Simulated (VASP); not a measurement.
Here is a VASP 6.6.1 calculation.

File INCAR:

```
ALGO = Normal ; EDIFF = 1E-7
ENCUT = 520 ; GGA = PS
ISIF = 2 ; ISMEAR = 0
LASPH = True ; LCHARG = False
LREAL = False ; LWAVE = False
NBANDS = 16 ; NELM = 60
PREC = Accurate ; SIGMA = 0.05
```

Contents of KPOINTS:

```
k-points
0
Gamma
  12 12 4
```

The input POSCAR:

```
BN
1.0
    2.5043488457      0.0000000000      0.0000000000
   -1.2521744229      2.1688297203      0.0000000000
    0.0000000000      0.0000000000      7.0190956742
B N
2 2
Direct
    0.3333333333      0.6666666667      0.2500000000
    0.6666666667      0.3333333333      0.7500000000
    0.3736091682      0.5566310394      0.7500000000
    0.6666666667      0.3333333333      0.2500000000
```

Potentials or basis: VASP PAW PBE potentials, release 64 (B, N).

Run with:

```sh
$ cat potpaw_PBE.64/B/POTCAR potpaw_PBE.64/N/POTCAR > POTCAR
$ mpirun -np 1 vasp_std > vasp.out
```

(1) What does it give for the largest force?

(2) What does it give for the band gap on the k mesh?

(3) Predict the pressure.

Answers

(1) 25.032 eV/Å.

(2) 2.22 eV, indirect (least direct gap 3.20 eV).

(3) 28.1 GPa.

Caveat: the cell differs from its parent crystal (atom 3 (N) moved +0.338 Å along Cartesian [1 -1 0]); the PAW data sets were made with another functional, which shifts forces and pressure a little; this functional lacks dispersion, which binds the layers, so the pressure and a relaxed spacing across them are unreliable.
